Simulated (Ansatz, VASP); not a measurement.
**Cs2SnI6: VASP beside Ansatz**

INCAR

```
SYSTEM = Cs2SnI6
PREC     = Accurate       ! precision mode
ENCUT    = 400            ! plane-wave cutoff, eV
EDIFF    = 1E-8           ! SCF threshold, eV
ISMEAR   = -1             ! smearing method
SIGMA    = 0.02           ! smearing width, eV
LREAL    = .False.        ! projectors in reciprocal space
LASPH    = .True.         ! aspherical terms in the spheres
NELM     = 200            ! most SCF steps
ALGO     = Normal         ! electronic algorithm
ISIF     = 2              ! what is computed and relaxed
LWAVE    = .False.        ! write WAVECAR
LCHARG   = .False.        ! write CHGCAR
MAGMOM   = 0 0 0 0 0 0 0 0 0 0 0 0 0 0 0 0 0 0 0 0 0 0 0 0 0 0 0 ! initial moments
LORBIT   = 11             ! projections on sites
LSORBIT  = .True.         ! spin-orbit coupling
GGA_COMPAT= .False.      
LORBMOM  = .True.       
GGA      = PE             ! functional
LEFG     = .True.       
NBANDS   = 93             ! bands
KPAR     = 4
```

File KPOINTS:

```
regular mesh
0
Gamma
  5 5 5
  0 0 0
```

POSCAR

```
Cs2SnI6
1.0
    0.0000000000      5.8150000000      5.8150000000
    5.8150000000      0.0000000000      5.8150000000
    5.8150000000      5.8150000000      0.0000000000
Cs Sn I
2 1 6
Direct
    0.2500000000      0.2500000000      0.2500000000
    0.7500000000      0.7500000000      0.7500000000
    0.0000000000      0.0000000000      0.0000000000
    0.7512468974      0.2487531026      0.2487531026
    0.2487531026      0.7512468974      0.2487531026
    0.2487531026      0.7512468974      0.7512468974
    0.7512468974      0.2487531026      0.7512468974
    0.2487531026      0.2487531026      0.7512468974
    0.7512468974      0.7512468974      0.2487531026
```

Input for Ansatz:

```yaml
crystal:
  lattice:
    - [0.0, 5.815, 5.815]
    - [5.815, 0.0, 5.815]
    - [5.815, 5.815, 0.0]
  atoms:
    - { symbol: Cs, position: [0.25, 0.25, 0.25] }
    - { symbol: Cs, position: [0.75, 0.75, 0.75] }
    - { symbol: Sn, position: [0.0, 0.0, 0.0] }
    - { symbol: I, position: [0.7512468974, 0.2487531026, 0.2487531026] }
    - { symbol: I, position: [0.2487531026, 0.7512468974, 0.2487531026] }
    - { symbol: I, position: [0.2487531026, 0.7512468974, 0.7512468974] }
    - { symbol: I, position: [0.7512468974, 0.2487531026, 0.7512468974] }
    - { symbol: I, position: [0.2487531026, 0.2487531026, 0.7512468974] }
    - { symbol: I, position: [0.7512468974, 0.7512468974, 0.2487531026] }
kpoints:
  mp_grid: { grid: [5, 5, 5] }
scf:
  occupations: { method: fermi_dirac, width: 0.02 }
hamiltonian:
  xc: pbe
  pseudopotentials: { kind: paw_fr }
output:
  forces: true
  stress: true
  populations: true
  efg:
    quadrupole_moments_barn: { Cs: -0.00343, Sn: -0.132, I: -0.68822 }
    contact_densities: true
  write_density: true
  write_potential: true
  elf: true
  volumetric_format: npy
magnetization:
  noncollinear: true
  spin_orbit: true
```

Alike in both runs: task electric field gradients; functional PBE; k mesh 5 × 5 × 5; occupations fermi-dirac, width 0.02 eV; non-collinear spin, spin-orbit coupling.

```csv
,VASP,Ansatz
version,VASP 6.6.1,Ansatz 0.2.0
potentials or method,"VASP PAW PBE potentials, release 64 (Cs_sv, Sn_d, I)",plane-wave PAW
plane-wave cutoff (eV),400,420
valence electrons in the cell,74,134
```

```csv
,VASP,Ansatz,Ansatz less VASP
pressure (GPa),1.2,1.2,0.00
rms of the force components (eV/Å),0.039,0.038,-0.0005
size of Vzz on the site where it differs most (V/Å²),520.1,534.0,+13.88
```

Atom by atom the forces differ by 0.000 eV/Å (rms over components). VASP's potentials hold 74 valence electrons a cell and Ansatz's 134, so a difference there can come from the potentials and not from the codes.
